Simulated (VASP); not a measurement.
# Sn (Fd-3m) in VASP: a series of runs

Runs on Sn. Level: PBEsol. Tasks: single point, relaxation of cell and atoms.

All numbers are computed with VASP 6.6.1; they aren't measurements. Logs are shortened: lines on timing, memory, paths and dates and some standing lists are left out, and cuts for length are marked.

## (1) The cell of the first run

The structure is cubic, space group Fd-3m (No. 227). The conventional cell has a = 6.540 Å, b = 6.540 Å, c = 6.540 Å, α = 90.00°, β = 90.00°, γ = 90.00°. Within 3.7 Å of Sn (site symmetry -43m) lie 4 Sn at 2.83 Å.

## (2) Single point, PBEsol

INCAR

```
SYSTEM = Sn
PREC = Accurate
ENCUT = 520
EDIFF = 1E-7
ISMEAR = 0
SIGMA = 0.1
LREAL = .FALSE.
LASPH = .TRUE.
NELM = 80
ALGO = Normal
ISIF = 2
LWAVE = .FALSE.
LCHARG = .FALSE.
GGA = PS
NBANDS = 21
```

KPOINTS

```
Automatic mesh
0
G
  12 12 12
  0 0 0
```

POSCAR

```
Sn
1.0
    0.0000000000      3.2702495780      3.2702495780
    3.2702495780      0.0000000000      3.2702495780
    3.2702495780      3.2702495780      0.0000000000
Sn
2
Direct
    0.0000000000      0.0000000000      0.0000000000
    0.2500000000      0.2500000000      0.2500000000
```

Potentials or basis: VASP PAW PBE potentials, release 64 (Sn_d).

Run with:

```sh
cat potpaw_PBE.64/Sn_d/POTCAR > POTCAR
mpirun -np 1 vasp_std > vasp.out
```

OUTCAR:

```text
SYSTEM = Sn
   PREC = Accurate
   ENCUT = 520
   EDIFF = 1E-7
   ISMEAR = 0
   LREAL = .FALSE.
   LASPH = .TRUE.
   NELM = 80
   ISIF = 2
   GGA = PS

 ion  position               nearest neighbor table
   1  0.000  0.000  0.000-   2 2.83   2 2.83   2 2.83   2 2.83
   2  0.250  0.250  0.250-   1 2.83   1 2.83   1 2.83   1 2.83

  LATTYP: Found a face centered cubic cell.
 ALAT       =     6.5404991560

  Lattice vectors:

 A1 = (   0.0000000000,   3.2702495780,   3.2702495780)
 A2 = (   3.2702495780,   0.0000000000,   3.2702495780)
 A3 = (   3.2702495780,   3.2702495780,   0.0000000000)

Analysis of symmetry for initial positions (statically):
=====================================================================
 Subroutine PRICEL returns:
 Original cell was already a primitive cell.

 Routine SETGRP: Setting up the symmetry group for a
 face centered cubic supercell.

 Subroutine GETGRP returns: Found 48 space group operations
 (whereof 24 operations were pure point group operations)
 out of a pool of 48 trial point group operations.

The static configuration has the point symmetry T_d .
 The point group associated with its full space group is O_h .

Analysis of symmetry for dynamics (positions and initial velocities):
=====================================================================
 Subroutine PRICEL returns:
 Original cell was already a primitive cell.

 Routine SETGRP: Setting up the symmetry group for a
 face centered cubic supercell.

 Subroutine GETGRP returns: Found 48 space group operations
 (whereof 24 operations were pure point group operations)
 out of a pool of 48 trial point group operations.

The dynamic configuration has the point symmetry T_d .
 The point group associated with its full space group is O_h .

 Subroutine INISYM returns: Found 48 space group operations
 (whereof 24 operations are pure point group operations),
 and found     1 'primitive' translations

----------------------------------------------------------------------------------------

                                     Primitive cell

  volume of cell :      69.9476

  direct lattice vectors                    reciprocal lattice vectors
     0.000000000  3.270249578  3.270249578    -0.152893529  0.152893529  0.152893529
     3.270249578  0.000000000  3.270249578     0.152893529 -0.152893529  0.152893529
     3.270249578  3.270249578  0.000000000     0.152893529  0.152893529 -0.152893529

  length of vectors
     4.624831306  4.624831306  4.624831306     0.264819361  0.264819361  0.264819361

  position of ions in fractional coordinates (direct lattice)
     0.000000000  0.000000000  0.000000000
     0.250000000  0.250000000  0.250000000

  ion indices of the primitive-cell ions
   primitive index   ion index
                 1           1
                 2           2

----------------------------------------------------------------------------------------

 KPOINTS: Automatic mesh

Automatic generation of k-mesh.
 Grid dimensions read from file:
 generate k-points for:   12   12   12

 Generating k-lattice:

  Cartesian coordinates                     Fractional coordinates (reciprocal lattice)
    -0.012741127  0.012741127  0.012741127     0.083333333  0.000000000  0.000000000
     0.012741127 -0.012741127  0.012741127     0.000000000  0.083333333  0.000000000
     0.012741127  0.012741127 -0.012741127     0.000000000  0.000000000  0.083333333

  Length of vectors
     0.022068280  0.022068280  0.022068280

  Shift w.r.t. Gamma in fractional coordinates (k-lattice)
     0.000000000  0.000000000  0.000000000

 Subroutine IBZKPT returns following result:
 ===========================================

 Found     72 irreducible k-points:

 Following reciprocal coordinates:
            Coordinates               Weight
  0.000000  0.000000  0.000000      1.000000
  0.083333  0.000000  0.000000      8.000000
  0.166667  0.000000  0.000000      8.000000
  0.250000  0.000000  0.000000      8.000000
  0.333333  0.000000  0.000000      8.000000
  0.416667  0.000000  0.000000      8.000000
[... 16 lines left out ...]
  0.500000  0.166667  0.000000     24.000000
 -0.416667  0.166667  0.000000     24.000000
 [... further k-points ...]
   k-points           NKPTS =     72   k-points in BZ     NKDIM =     72   number of bands    NBANDS=     21
   number of dos      NEDOS =    301   number of ions     NIONS =      2
   total plane-waves  NPLWV =  46656
   dimension x,y,z NGX =    36 NGY =   36 NGZ =   36
   dimension x,y,z NGXF=    72 NGYF=   72 NGZF=   72
   ions per type =               2
   NGX,Y,Z   is equivalent  to a cutoff of  12.94, 12.94, 12.94 a.u.
   NGXF,Y,Z  is equivalent  to a cutoff of  25.88, 25.88, 25.88 a.u.
 SYSTEM =  Sn
   PREC   = accura    normal or accurate (medium, high low for compatibility)
   ISTART =      0    job   : 0-new  1-cont  2-samecut
   ICHARG =      2    charge: 1-file 2-atom 10-const
   ISPIN  =      1    spin polarized calculation?
   LNONCOLLINEAR =      F non collinear calculations
   LSORBIT =      F    spin-orbit coupling
   LASPH  =      T    aspherical Exc in radial PAW
   ENCUT  =  520.0 eV  38.22 Ry    6.18 a.u.   8.60  8.60  8.60*2*pi/ulx,y,z
   NELM   =     80;   NELMIN=  2; NELMDL= -5     # of ELM steps
   EDIFF  = 0.1E-06   stopping-criterion for ELM
   LREAL  =      F    real-space projection
   EDIFFG = 0.1E-05   stopping-criterion for IOM
   NSW    =      0    number of steps for IOM
   IBRION =     -1    ionic relax: 0-MD 1-quasi-New 2-CG
   NFREE  =      0    steps in history (QN), initial steepest desc. (CG)
   ISIF   =      2    stress and relaxation
   ISYM   =      2    0-nonsym 1-usesym 2-fastsym
   POTIM  = 0.5000    time-step for ionic-motion
   TEBEG  =    0.0;   TEEND  =   0.0 temperature during run
   PSTRESS=    0.0 pullay stress
   NELECT =      28.0000    total number of electrons
   NUPDOWN=      -1.0000    fix difference up-down
   EMIN   =  10.00;   EMAX   =-10.00  energy-range for DOS
   EFERMI =   0.00;   METHOD = LEGACY
   ISMEAR =     0;   SIGMA  =   0.10  broadening in eV -4-tet -1-fermi 0-gaus
   EFERMI_NEDOS =   21; number of points for ismear=-14 and -15
   IALGO  =     38    algorithm
   IMIX   =      4    mixing-type and parameters
     AMIX     =   0.40;   BMIX     =  1.00
     AMIX_MAG =   1.60;   BMIX_MAG =  1.00
  volume/ion in A,a.u.               =      34.97       236.01
  Fermi-wavevector in a.u.,A,eV,Ry     =   1.206526  2.280003 19.806062  1.455704
  Thomas-Fermi vector in A             =   2.342190
   LORBIT       =      0    0 simple, 1 ext, 2 COOP (PROOUT), +10 PAW based schemes
   GGA     = PS    functional components
   LHFCALC =     F    Hartree Fock is set to
   AEXX    =    0.0000 exact exchange contribution
   IVDW    =     0    specifies the selected vdW correction
   LEPSILON=     F    determine dielectric tensor
   LRPA    =     F    only Hartree local field effects (RPA)
 non-spin polarized calculation
 Gauss-broadening in eV      SIGMA  =   0.10
  energy-cutoff  :      520.00
  volume of cell :       69.95
 maximum number of plane-waves:      1900
   NGX = 17   NGY = 17   NGZ = 17

 number of electron      27.9999986 magnetization

 Free energy of the ion-electron system (eV)
  ---------------------------------------------------
  ext. energy  EPLUGINS =         0.00000000
  ---------------------------------------------------
  free energy    TOTEN  =        -8.46573644 eV

  energy without entropy =       -8.46449465  energy(sigma->0) =       -8.46511555

 E-fermi :   5.2251     XC(G=0):  -8.9641

 val. band max:        5.1928947900   @ k =   0.0833   0.0000   0.0000
 cond. band min:       5.3086757529   @ k =   0.3333   0.0000   0.0000
 fundamental gap:      0.1157809629
 Fermi energy:         5.2250700600

 k-point     1 :       0.0000    0.0000    0.0000
  band No.  band energies     occupation
      1     -16.3113      2.00000
      2     -16.3113      2.00000
      3     -16.3113      2.00000
      4     -16.2540      2.00000
      5     -16.2540      2.00000
      6     -15.9612      2.00000
[... 13 lines left out ...]
     20      13.1572      0.00000
     21      13.1572      0.00000

 k-point     2 :       0.0833    0.0000    0.0000
  band No.  band energies     occupation
      1     -16.3165      2.00000
      2     -16.3165      2.00000
      3     -16.3096      2.00000
      4     -16.2469      2.00000
      5     -16.2469      2.00000
      6     -15.9747      2.00000
[... 13 lines left out ...]
     20      12.5463      0.00000
     21      12.5463      0.00000

 k-point     3 :       0.1667    0.0000    0.0000
  band No.  band energies     occupation
      1     -16.3265      2.00000
      2     -16.3265      2.00000
      3     -16.3051      2.00000
      4     -16.2318      2.00000
      5     -16.2318      2.00000
      6     -15.9905      2.00000
[... 13 lines left out ...]
     20      12.0999      0.00000
     21      12.0999      0.00000

 k-point     4 :       0.2500    0.0000    0.0000
  band No.  band energies     occupation
      1     -16.3354      2.00000
      2     -16.3354      2.00000
      3     -16.2988      2.00000
      4     -16.2166      2.00000
      5     -16.2166      2.00000
      6     -16.0038      2.00000
[... 13 lines left out ...]
     20      12.0656      0.00000
     21      12.0656      0.00000

 k-point     5 :       0.3333    0.0000    0.0000
  band No.  band energies     occupation
      1     -16.3414      2.00000
      2     -16.3414      2.00000
      3     -16.2922      2.00000
      4     -16.2052      2.00000
      5     -16.2052      2.00000
      6     -16.0130      2.00000
[... 13 lines left out ...]
     20      12.5040      0.00000
     21      12.5040      0.00000

 k-point     6 :       0.4167    0.0000    0.0000
  band No.  band energies     occupation
      1     -16.3446      2.00000
      2     -16.3446      2.00000
      3     -16.2872      2.00000
      4     -16.1987      2.00000
      5     -16.1987      2.00000
      6     -16.0177      2.00000
[... 13 lines left out ...]
     20      13.2955      0.00000
     21      13.2955      0.00000

 k-point     7 :       0.5000    0.0000    0.0000
  band No.  band energies     occupation
      1     -16.3456      2.00000
      2     -16.3456      2.00000
      3     -16.2854      2.00000
      4     -16.1967      2.00000
      5     -16.1967      2.00000
      6     -16.0191      2.00000
[... 13 lines left out ...]
     20      13.8883      0.00000
     21      13.9244      0.00000
[... 291 lines left out ...]
      1     -16.3377      2.00000
      2     -16.3322      2.00000
      3     -16.3095      2.00000
      4     -16.2208      2.00000
      5     -16.1872      2.00000
      6     -16.0554      2.00000
[... 13 lines left out ...]
     20      12.3854      0.00000
     21      13.3489      0.00000

 k-point    21 :       0.3333    0.1667    0.0000
  band No.  band energies     occupation
      1     -16.3510      2.00000
      2     -16.3397      2.00000
      3     -16.2934      2.00000
      4     -16.2060      2.00000
      5     -16.1719      2.00000
      6     -16.0697      2.00000
[... 13 lines left out ...]
     20      12.7976      0.00000
     21      13.5078      0.00000

 k-point    22 :       0.4167    0.1667    0.0000
  band No.  band energies     occupation
      1     -16.3612      2.00000
      2     -16.3459      2.00000
      3     -16.2757      2.00000
      4     -16.1919      2.00000
      5     -16.1652      2.00000
      6     -16.0734      2.00000
[... 13 lines left out ...]
     20      13.3659      0.00000
     21      14.0514      0.00000

 k-point    23 :       0.5000    0.1667    0.0000
  band No.  band energies     occupation
      1     -16.3670      2.00000
      2     -16.3505      2.00000
      3     -16.2610      2.00000
      4     -16.1798      2.00000
      5     -16.1690      2.00000
      6     -16.0653      2.00000
[... 13 lines left out ...]
     20      13.7657      0.00000
     21      14.0389      0.00000

 k-point    24 :      -0.4167    0.1667    0.0000
  band No.  band energies     occupation
      1     -16.3677      2.00000
      2     -16.3532      2.00000
      3     -16.2539      2.00000
      4     -16.1807      2.00000
      5     -16.1715      2.00000
      6     -16.0473      2.00000
[... 13 lines left out ...]
     20      13.0032      0.00000
     21      13.1528      0.00000

 [... further k-points ...]
[... 5 lines left out ...]
  --------------------------------------------------------------------------------------
  -------------------------------------------------------------------------------------
  Total       -0.0322057     -0.0322057     -0.0322057      0.0000000      0.0000000     -0.0000000
  in kB       -0.7376848     -0.7376848     -0.7376848      0.0000000      0.0000000     -0.0000000
  external PRESSURE =      -0.7376848 kB  Pullay stress =       0.0000000 kB

 VOLUME and BASIS-vectors are now :
 -----------------------------------------------------------------------------
  energy-cutoff  :      520.00
  volume of cell :       69.95
      direct lattice vectors                 reciprocal lattice vectors
     0.000000000  3.270249578  3.270249578    -0.152893529  0.152893529  0.152893529
     3.270249578  0.000000000  3.270249578     0.152893529 -0.152893529  0.152893529
     3.270249578  3.270249578  0.000000000     0.152893529  0.152893529 -0.152893529

 POSITION                                       TOTAL-FORCE (eV/Angst)
 -----------------------------------------------------------------------------------
      0.00000      0.00000      0.00000         0.000000      0.000000      0.000000
      1.63512      1.63512      1.63512        -0.000000     -0.000000     -0.000000
 -----------------------------------------------------------------------------------
    total drift:                                0.000000      0.000000      0.000000

  FREE ENERGIE OF THE ION-ELECTRON SYSTEM (eV)
  ---------------------------------------------------
  free  energy   TOTEN  =        -8.4657364430 eV

  energy  without entropy=       -8.4644946487  energy(sigma->0) =       -8.46511555
```

Wall time 55 s (1 thread of AMD EPYC 9R45 (Zen 5), shared host); peak memory 0.21 GiB.

Results:

| Property | Result |
| --- | --- |
| Free energy | -8.4657 eV |
| Pressure | -0.1 GPa |
| Band gap on the k mesh | zero (band 14 reaches 5.33 eV, above the bottom of band 15 at 5.14 eV) |

Caveat: the PAW data sets were made with another functional, which shifts forces and pressure a little; spin-orbit coupling is left out, which moves the levels of the heavy elements.

## (3) Relaxation of cell and atoms, PBEsol

This run uses another cell than the first one, of 36.84 Å³/atom, 1.053 times its volume.

INCAR

```
SYSTEM = Sn
PREC = Accurate
ENCUT = 600
EDIFF = 1E-7
ISMEAR = 0
SIGMA = 0.1
LREAL = .FALSE.
LASPH = .TRUE.
NELM = 100
ALGO = Fast
ISIF = 3
LWAVE = .FALSE.
LCHARG = .FALSE.
GGA = PS
IBRION = 2
NSW = 70
EDIFFG = -0.005
```

KPOINTS

```
regular mesh
0
G
  12 12 12
  0 0 0
```

POSCAR

```
Sn
1.0
    0.0000000000      3.3273247541      3.3273247541
    3.3273247541      0.0000000000      3.3273247541
    3.3273247541      3.3273247541      0.0000000000
Sn
2
Direct
    0.0000000000      0.0000000000      0.0000000000
    0.2500000000      0.2500000000      0.2500000000
```

Potentials or basis: VASP PAW PBE potentials, release 64 (Sn_d).

Run with:

```sh
cat potpaw_PBE.64/Sn_d/POTCAR > POTCAR
mpirun -np 1 vasp_std > vasp.out
```

It took 3.7 min on 1 thread of AMD EPYC 9R45 (Zen 5), shared host; peak memory 0.27 GiB.

The run converged. Its results:

| Property | Result |
| --- | --- |
| Free energy | -8.4666 eV |
| Relaxed volume | 34.95 Å³/atom |
| Relaxed cell | a = 4.624 Å, b = 4.624 Å, c = 4.624 Å, α = 60.00°, β = 60.00°, γ = 60.00° |
| Space group after relaxing (to 0.05 Å) | Fd-3m (No. 227) |
| Energy gained by relaxing | 11.9 meV/atom |
| Ionic steps | 3 |
| Pressure after relaxing | 0.0 GPa |
| Band gap on the k mesh | zero (band 14 reaches 5.34 eV, above the bottom of band 15 at 5.14 eV) |

Step by step:
```
step  energy change (eV)  largest force (eV/Å)  pressure (GPa)  volume (Å³)
   1              0.0000                0.0000           -1.92        73.67
   2             -0.0224                0.0000            0.53        69.06
   3             -0.0237                0.0000            0.00        69.91
```

Final structure:
```
CELL_PARAMETERS angstrom
0.00000 3.26964 3.26964
3.26964 0.00000 3.26964
3.26964 3.26964 0.00000
ATOMIC_POSITIONS crystal
Sn 0.00000 0.00000 0.00000
Sn 0.25000 0.25000 0.25000
```

Levels at points of the mesh, in eV from the Fermi level:
| k point | band 10 | band 11 | band 12 | band 13 | band 14 | band 15 | band 16 | band 17 | band 18 |
| --- | --- | --- | --- | --- | --- | --- | --- | --- | --- |
| (0.00, 0.00, 0.00) | -21.18 | -10.46 | -0.83 | 0.10 | 0.10 | 0.10 | 2.16 | 2.16 | 2.16 |
| (0.50, 0.00, 0.00) | -21.13 | -8.88 | -6.22 | -1.07 | -1.07 | -0.09 | 3.22 | 3.22 | 5.56 |
| (0.50, 0.50, 0.00) | -21.11 | -7.44 | -7.44 | -2.38 | -2.38 | 0.80 | 0.80 | 7.58 | 7.58 |

Caveat: the PAW data sets were made with another functional, which shifts forces and pressure a little; spin-orbit coupling is left out, which moves the levels of the heavy elements.
